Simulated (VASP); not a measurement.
# Ag (I4/mmm) in VASP: further runs

The runs below take Ag through single point, with PBEsol.

All numbers are computed with VASP 6.6.1; they aren't measurements. Logs are shortened: lines on timing, memory, paths and dates and some standing lists are left out, and cuts for length are marked.

**1. The cell of the first run**

The structure is tetragonal, space group I4/mmm (No. 139). The conventional cell has a = 2.774 Å, b = 2.774 Å, c = 4.086 Å, α = 90.00°, β = 90.00°, γ = 90.00°. Within 3.7 Å of Ag (site symmetry 4/mmm) lie 12 Ag at 2.77 to 2.83 Å.

**2. Single point, PBEsol (strain -0.040 along x and y, +0.000 along z)**

The input, INCAR:

```
PREC     = Accurate       # precision mode
ENCUT    = 520            # plane-wave cutoff, eV
EDIFF    = 1E-6           # SCF threshold, eV
ISMEAR   = 0              # smearing method
SIGMA    = 0.15           # smearing width, eV
LREAL    = False          # projectors in reciprocal space
LASPH    = True           # aspherical terms in the spheres
NELM     = 100            # most SCF steps
ALGO     = Fast           # electronic algorithm
ISIF     = 2              # what is computed and relaxed
LWAVE    = False          # write WAVECAR
LCHARG   = False          # write CHGCAR
GGA      = PS             # functional
NBANDS   = 12             # bands
```

The input, KPOINTS:

```
Automatic mesh
0
Gamma
  20 20 20
```

The input, POSCAR:

```
Ag
1.0
    0.0000000000      1.9613760000      2.0431000000
    1.9613760000      0.0000000000      2.0431000000
    1.9613760000      1.9613760000      0.0000000000
Ag
1
Direct
    0.0000000000      0.0000000000      0.0000000000
```

Potentials or basis: VASP PAW PBE potentials, release 64 (Ag).

Run with:

```console
> cat potpaw_PBE.64/Ag/POTCAR > POTCAR
> mpirun -np 1 vasp_std > vasp.out
```

OUTCAR:

```text
PREC = Accurate
   ENCUT = 520
   EDIFF = 1E-6
   ISMEAR = 0
   LREAL = False
   LASPH = True
   NELM = 100
   ISIF = 2
   GGA = PS

 ion  position               nearest neighbor table
   1  0.000  0.000  0.000-

  LATTYP: Found a body centered tetragonal cell.
 ALAT       =     2.7738045401
 C/A-ratio  =     1.4731391275

  Lattice vectors:

 A1 = (  -1.9613760000,   0.0000000000,   2.0431000000)
 A2 = (   1.9613760000,   0.0000000000,   2.0431000000)
 A3 = (   0.0000000000,   1.9613760000,  -2.0431000000)

Analysis of symmetry for initial positions (statically):
=====================================================================
 Subroutine PRICEL returns:
 Original cell was already a primitive cell.

 Routine SETGRP: Setting up the symmetry group for a
 body centered tetragonal supercell.

 Subroutine GETGRP returns: Found 16 space group operations
 (whereof 16 operations were pure point group operations)
 out of a pool of 16 trial point group operations.

The static configuration has the point symmetry D_4h.

Analysis of symmetry for dynamics (positions and initial velocities):
=====================================================================
 Subroutine PRICEL returns:
 Original cell was already a primitive cell.

 Routine SETGRP: Setting up the symmetry group for a
 body centered tetragonal supercell.

 Subroutine GETGRP returns: Found 16 space group operations
 (whereof 16 operations were pure point group operations)
 out of a pool of 16 trial point group operations.

The dynamic configuration has the point symmetry D_4h.

 Subroutine INISYM returns: Found 16 space group operations
 (whereof 16 operations are pure point group operations),
 and found     1 'primitive' translations

----------------------------------------------------------------------------------------

                                     Primitive cell

  volume of cell :      15.7196

  direct lattice vectors                    reciprocal lattice vectors
     0.000000000  1.961376000  2.043100000    -0.254923074  0.254923074  0.244726151
     1.961376000  0.000000000  2.043100000     0.254923074 -0.254923074  0.244726151
     1.961376000  1.961376000  0.000000000     0.254923074  0.254923074 -0.244726151

  length of vectors
     2.832181743  2.832181743  2.773804540     0.435732070  0.435732070  0.435732070

  position of ions in fractional coordinates (direct lattice)
     0.000000000  0.000000000  0.000000000

  ion indices of the primitive-cell ions
   primitive index   ion index
                 1           1

----------------------------------------------------------------------------------------

 KPOINTS: Automatic mesh

Automatic generation of k-mesh.
 Grid dimensions read from file:
 generate k-points for:   20   20   20

 Generating k-lattice:

  Cartesian coordinates                     Fractional coordinates (reciprocal lattice)
    -0.012746154  0.012746154  0.012236308     0.050000000 -0.000000000  0.000000000
     0.012746154 -0.012746154  0.012236308    -0.000000000  0.050000000  0.000000000
     0.012746154  0.012746154 -0.012236308     0.000000000  0.000000000  0.050000000

  Length of vectors
     0.021786604  0.021786604  0.021786604

  Shift w.r.t. Gamma in fractional coordinates (k-lattice)
     0.000000000  0.000000000  0.000000000

 Subroutine IBZKPT returns following result:
 ===========================================

 Found    641 irreducible k-points:

 Following reciprocal coordinates:
            Coordinates               Weight
  0.000000  0.000000  0.000000      1.000000
  0.050000  0.000000  0.000000      8.000000
  0.100000  0.000000  0.000000      8.000000
  0.150000 -0.000000  0.000000      8.000000
  0.200000  0.000000  0.000000      8.000000
  0.250000  0.000000  0.000000      8.000000
[... 16 lines left out ...]
 -0.400000  0.050000  0.000000      8.000000
 -0.350000  0.050000  0.000000      8.000000
 [... further k-points ...]
   k-points           NKPTS =    641   k-points in BZ     NKDIM =    641   number of bands    NBANDS=     12
   number of dos      NEDOS =    301   number of ions     NIONS =      1
   total plane-waves  NPLWV =  13824
   dimension x,y,z NGX =    24 NGY =   24 NGZ =   24
   dimension x,y,z NGXF=    48 NGYF=   48 NGZF=   48
   ions per type =               1
   NGX,Y,Z   is equivalent  to a cutoff of  14.09, 14.09, 14.38 a.u.
   NGXF,Y,Z  is equivalent  to a cutoff of  28.18, 28.18, 28.77 a.u.
 SYSTEM =  unknown system
   PREC   = accura    normal or accurate (medium, high low for compatibility)
   ISTART =      0    job   : 0-new  1-cont  2-samecut
   ICHARG =      2    charge: 1-file 2-atom 10-const
   ISPIN  =      1    spin polarized calculation?
   LNONCOLLINEAR =      F non collinear calculations
   LSORBIT =      F    spin-orbit coupling
   LASPH  =      T    aspherical Exc in radial PAW
   ENCUT  =  520.0 eV  38.22 Ry    6.18 a.u.   5.27  5.27  5.16*2*pi/ulx,y,z
   NELM   =    100;   NELMIN=  2; NELMDL= -5     # of ELM steps
   EDIFF  = 0.1E-05   stopping-criterion for ELM
   LREAL  =      F    real-space projection
   EDIFFG = 0.1E-04   stopping-criterion for IOM
   NSW    =      0    number of steps for IOM
   IBRION =     -1    ionic relax: 0-MD 1-quasi-New 2-CG
   NFREE  =      0    steps in history (QN), initial steepest desc. (CG)
   ISIF   =      2    stress and relaxation
   ISYM   =      2    0-nonsym 1-usesym 2-fastsym
   POTIM  = 0.5000    time-step for ionic-motion
   TEBEG  =    0.0;   TEEND  =   0.0 temperature during run
   PSTRESS=    0.0 pullay stress
   NELECT =      11.0000    total number of electrons
   NUPDOWN=      -1.0000    fix difference up-down
   EMIN   =  10.00;   EMAX   =-10.00  energy-range for DOS
   EFERMI =   0.00;   METHOD = LEGACY
   ISMEAR =     0;   SIGMA  =   0.15  broadening in eV -4-tet -1-fermi 0-gaus
   EFERMI_NEDOS =   21; number of points for ismear=-14 and -15
   IALGO  =     68    algorithm
   IMIX   =      4    mixing-type and parameters
     AMIX     =   0.40;   BMIX     =  1.00
     AMIX_MAG =   1.60;   BMIX_MAG =  1.00
  volume/ion in A,a.u.               =      15.72       106.08
  Fermi-wavevector in a.u.,A,eV,Ry     =   1.453423  2.746571 28.741459  2.112438
  Thomas-Fermi vector in A             =   2.570691
   LORBIT       =      0    0 simple, 1 ext, 2 COOP (PROOUT), +10 PAW based schemes
   GGA     = PS    functional components
   LHFCALC =     F    Hartree Fock is set to
   AEXX    =    0.0000 exact exchange contribution
   IVDW    =     0    specifies the selected vdW correction
   LEPSILON=     F    determine dielectric tensor
   LRPA    =     F    only Hartree local field effects (RPA)
 non-spin polarized calculation
 RMM-DIIS sequential band-by-band and
 Gauss-broadening in eV      SIGMA  =   0.15
  energy-cutoff  :      520.00
  volume of cell :       15.72
 maximum number of plane-waves:       437
 NGX is ok and might be reduce to    24
   NGX = 11   NGY = 11   NGZ = 11

 number of electron      11.0000000 magnetization

 Free energy of the ion-electron system (eV)
  ---------------------------------------------------
  ext. energy  EPLUGINS =         0.00000000
  ---------------------------------------------------
  free energy    TOTEN  =        -3.28802929 eV

  energy without entropy =       -3.28542308  energy(sigma->0) =       -3.28672619

 E-fermi :   9.4177     XC(G=0): -12.9037

 val. band max:        9.4157395689   @ k =  -0.2000   0.3000   0.1500
 cond. band min:       9.4186653647   @ k =  -0.0500   0.4000   0.3500
 fundamental gap:      0.0029257958
 Fermi energy:         9.4176920242

 k-point     1 :       0.0000    0.0000    0.0000
  band No.  band energies     occupation
      1       0.9615      2.00000
      2       4.1305      2.00000
      3       4.4327      2.00000
      4       4.4327      2.00000
      5       5.3703      2.00000
      6       5.6881      2.00000
      7      25.5773      0.00000
      8      29.1514      0.00000
      9      29.8391      0.00000
     10      29.8391      0.00000
     11      34.6412      0.00000
     12      36.1788      0.00000

 k-point     2 :       0.0500    0.0000    0.0000
  band No.  band energies     occupation
      1       1.0455      2.00000
      2       4.1422      2.00000
      3       4.4238      2.00000
      4       4.4576      2.00000
      5       5.3635      2.00000
      6       5.6744      2.00000
      7      25.6206      0.00000
      8      28.7980      0.00000
      9      29.5494      0.00000
     10      29.8938      0.00000
     11      34.9328      0.00000
     12      36.0425      0.00000

 k-point     3 :       0.1000    0.0000    0.0000
  band No.  band energies     occupation
      1       1.2903      2.00000
      2       4.1581      2.00000
      3       4.4177      2.00000
      4       4.5253      2.00000
      5       5.3527      2.00000
      6       5.6402      2.00000
      7      25.6230      0.00000
      8      27.5201      0.00000
      9      29.6032      0.00000
     10      30.0414      0.00000
     11      34.2119      0.00000
     12      35.7938      0.00000
[... 286 lines left out ...]
 k-point    23 :      -0.4000    0.0500    0.0000
  band No.  band energies     occupation
      1       2.5745      2.00000
      2       4.1887      2.00000
      3       4.5103      2.00000
      4       6.1556      2.00000
      5       6.2101      2.00000
      6       7.9531      2.00000
      7      14.9795      0.00000
      8      24.7021      0.00000
      9      27.4002      0.00000
     10      29.1601      0.00000
     11      33.2667      0.00000
     12      33.8634      0.00000

 k-point    24 :      -0.3500    0.0500    0.0000
  band No.  band energies     occupation
      1       2.6319      2.00000
      2       4.2544      2.00000
      3       4.5690      2.00000
      4       5.8154      2.00000
      5       6.0222      2.00000
      6       7.0179      2.00000
      7      16.6556      0.00000
      8      24.9713      0.00000
      9      27.7597      0.00000
     10      29.9527      0.00000
     11      33.0842      0.00000
     12      33.6612      0.00000

 [... further k-points ...]

------------------------ aborting loop because EDIFF is reached ----------------------------------------

  FORCE on cell =-STRESS in cart. coord.  units (eV):
  Direction    XX          YY          ZZ          XY          YZ          ZX
  --------------------------------------------------------------------------------------
  -------------------------------------------------------------------------------------
  Total        0.8703580      0.8703580      0.6381290      0.0000000     -0.0000000      0.0000000
  in kB       88.7089008     88.7089008     65.0395781      0.0000000     -0.0000000      0.0000000
  external PRESSURE =      80.8191265 kB  Pullay stress =       0.0000000 kB

 VOLUME and BASIS-vectors are now :
 -----------------------------------------------------------------------------
  energy-cutoff  :      520.00
  volume of cell :       15.72
      direct lattice vectors                 reciprocal lattice vectors
     0.000000000  1.961376000  2.043100000    -0.254923074  0.254923074  0.244726151
     1.961376000  0.000000000  2.043100000     0.254923074 -0.254923074  0.244726151
     1.961376000  1.961376000  0.000000000     0.254923074  0.254923074 -0.244726151

 POSITION                                       TOTAL-FORCE (eV/Angst)
 -----------------------------------------------------------------------------------
      0.00000      0.00000      0.00000         0.000000     -0.000000      0.000000
 -----------------------------------------------------------------------------------
    total drift:                               -0.000000      0.000000      0.000000

  FREE ENERGIE OF THE ION-ELECTRON SYSTEM (eV)
  ---------------------------------------------------
  free  energy   TOTEN  =        -3.2880292915 eV

  energy  without entropy=       -3.2854230848  energy(sigma->0) =       -3.28672619
```

Wall time 33 s (1 thread of Intel Xeon 6975P-C (Granite Rapids), shared host); peak memory 0.23 GiB.

Results:

```yaml
Free_energy: -3.2880 eV
Pressure: 8.1 GPa
Band_gap_on_the_k_mesh: zero (an odd number of electrons rules out a gap without spin polarisation)
```

Stress tensor (GPa, compression positive):
```
8.87 0.00 0.00
0.00 8.87 0.00
0.00 0.00 6.50
```

Levels at points of the mesh, in eV from the Fermi level:
```csv
k point,band 2,band 3,band 4,band 5,band 6,band 7,band 8,band 9,band 10,band 11
"(0.00, 0.00, 0.00)",-5.29,-4.98,-4.98,-4.05,-3.73,16.16,19.73,20.42,20.42,25.22
"(0.50, 0.00, 0.00)",-5.26,-4.98,-3.02,-2.90,-0.69,4.07,15.28,18.29,19.14,23.50
"(0.50, 0.50, 0.00)",-6.83,-2.98,-2.74,-2.74,0.97,6.68,11.53,11.53,18.65,18.80
"(0.50, 0.00, 0.50)",-6.81,-3.01,-2.83,-2.60,1.71,7.73,10.72,10.82,17.94,18.09
```

Caveat: the cell differs from its parent crystal (strain -0.040 along x and y, +0.000 along z); the cell stands under pressure; the PAW data sets were made with another functional, which shifts forces and pressure a little.

[end of part 1 of 2]
